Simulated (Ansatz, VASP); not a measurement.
**Two plane-wave programs on Ge**

```
Ge
1.0
     3.97514    0.00000    0.00000
    -1.98757    3.44257    0.00000
     0.00000    0.00000   23.30280
Ge
6
Direct
  0.00000 0.00000 0.34208
  0.33333 0.66667 0.37488
  0.33333 0.66667 0.48291
  0.66667 0.33333 0.51709
  0.66667 0.33333 0.62512
  0.00000 0.00000 0.65792
```

Alike in both runs: functional LDA; k mesh 9 × 9 × 1; occupations fermi-dirac, width 0.02 eV; no spin polarisation.

Ansatz relaxed the structure, and its values are those at the end. VASP's run is a single point on that final structure, the one shown.

```csv
,VASP,Ansatz
version,VASP 6.6.1,Ansatz 0.2.0
potentials or method,"VASP PAW LDA potentials, release 64 (Ge_d)","PAW with Ansatz's default frozen-core files, scalar-relativistic"
plane-wave cutoff (eV),520,420
valence electrons in the cell,84,84
```

|  | VASP | Ansatz | Ansatz less VASP |
| --- | --- | --- | --- |
| rms of the force components (eV/Å) | 0.006 | 0.000 | -0.0053 |

LDA's correlation is that of Perdew and Zunger in VASP and of Perdew and Wang (1992) in Ansatz. Ansatz's warnings: stress scf threshold loose, xc potential rough in thin density.
